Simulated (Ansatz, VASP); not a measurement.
# AlNi3: VASP beside Ansatz

```
Al Ni
1.0
     2.61456    0.00000    0.00000
    -1.30728    2.26427    0.00000
     0.00000    0.00000    7.86655
Al Ni
1 3
Cartesian
  1.3073 0.7548 3.9333
  0.0000 1.5095 5.8572
  0.0000 1.5095 2.0094
  1.3073 0.7548 0.0000
```

Alike in both runs: functional PBE; k mesh 6 × 6 × 2; occupations gaussian, width 0.1 eV; collinear spin.

Ansatz relaxed the structure, and its values are those at the end. VASP's run is a single point on that final structure, the one shown.

|  | VASP | Ansatz |
| --- | --- | --- |
| version | VASP 6.6.1 | Ansatz 0.2.0 |
| potentials or method | VASP PAW PBE potentials, release 64 (Al, Ni), cutoff 520 eV | scalar-relativistic, plane waves, PAW |
| valence electrons in the cell | 33 | 57 |

|  | VASP | Ansatz | Ansatz less VASP |
| --- | --- | --- | --- |
| gap on the k mesh at the Fermi level (eV) | none | none | - |
| pressure (GPa) | 0.1 | -0.1 | -0.19 |
| rms of the force components (eV/Å) | 0.009 | 0.003 | -0.0060 |
| net moment per atom (μB) | 0.09 | 0.07 | -0.017 |
| size of the moment on the site where the two differ most (μB) | 0.24 | 0.22 | -0.026 |

Site moments also hang on the region over which each program counts them. A gap of «none» marks a metal or a gap that the smearing closes. The functional is the same, so the differences come from potentials, cutoffs and numerics. VASP's potentials hold 33 valence electrons a cell and Ansatz's 57, so a difference there can come from the potentials and not from the codes. Ansatz's warnings: seeded moment not kept.

The k mesh is coarse, so the values compare programs but aren't converged.
